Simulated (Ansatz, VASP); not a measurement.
# In3P2 in VASP and in Ansatz

The input INCAR:

```
ALGO = Normal ; EDIFF = 1E-7
ENCUT = 520 ; GGA = PE
ISIF = 2 ; ISMEAR = 0
LASPH = T ; LCHARG = F
LREAL = F ; LWAVE = F
NBANDS = 60 ; NELM = 100
PREC = Accurate ; SIGMA = 0.1
```

Contents of KPOINTS:

```
k-points
0
Gamma
  3 3 3
```

POSCAR

```
In3P2
1.0
    3.2583444293      1.8812060333      5.9306761688
   -3.2583444293      1.8812060333      5.9306761688
    0.0000000000     -3.7624120668      5.9306761688
In P
6 4
Direct
    0.0562500000      0.4437500000      0.7500000000
    0.7500000000      0.0562500000      0.4437500000
    0.4437500000      0.7500000000      0.0562500000
    0.9437500000      0.5562500000      0.2500000000
    0.2500000000      0.9437500000      0.5562500000
    0.5562500000      0.2500000000      0.9437500000
    0.8521800000      0.8521800000      0.8521800000
    0.6478200000      0.6478200000      0.6478200000
    0.1478200000      0.1478200000      0.1478200000
    0.3521800000      0.3521800000      0.3521800000
```

Input for Ansatz:

```yaml
crystal:
  lattice:
    - [3.2583444293, 1.8812060333, 5.9306761688]
    - [-3.2583444293, 1.8812060333, 5.9306761688]
    - [0.0, -3.7624120668, 5.9306761688]
  atoms:
    - { symbol: In, position: [0.05625, 0.44375, 0.75] }
    - { symbol: In, position: [0.75, 0.05625, 0.44375] }
    - { symbol: In, position: [0.44375, 0.75, 0.05625] }
    - { symbol: In, position: [0.94375, 0.55625, 0.25] }
    - { symbol: In, position: [0.25, 0.94375, 0.55625] }
    - { symbol: In, position: [0.55625, 0.25, 0.94375] }
    - { symbol: P, position: [0.85218, 0.85218, 0.85218] }
    - { symbol: P, position: [0.64782, 0.64782, 0.64782] }
    - { symbol: P, position: [0.14782, 0.14782, 0.14782] }
    - { symbol: P, position: [0.35218, 0.35218, 0.35218] }
basis:
  ecutwfc: 420
kpoints:
  mp_grid: { grid: [3, 3, 3] }
hamiltonian:
  xc: pbe
scf:
  occupations: { method: gaussian, width: 0.1 }
  lower_state_search: "off"
output:
  forces: true
  stress: true
  eigenvalues: true
```

Alike in both runs: task single point; functional PBE; k mesh 3 × 3 × 3; occupations gaussian, width 0.1 eV; no spin polarisation.

|  | VASP | Ansatz |
| --- | --- | --- |
| version | VASP 6.6.1 | Ansatz 0.2.0 |
| potentials or method | VASP PAW PBE potentials, release 64 (In_d, P), cutoff 520 eV | scalar-relativistic, plane waves, PAW |
| valence electrons in the cell | 98 | 98 |

```tsv
	VASP	Ansatz	Ansatz less VASP
gap on the k mesh at the Fermi level (eV)	none	none	-
pressure (GPa)	12.9	12.9	+0.07
traceless stress, the component that is largest in VASP (GPa)	-0.17	-0.18	-0.009
rms of the force components (eV/Å)	0.054	0.056	+0.0019
```

Atom by atom the forces differ by 0.002 eV/Å (rms over components). A gap of «none» marks a metal or a gap that the smearing closes.

The k mesh is coarse, so the values compare programs but aren't converged.
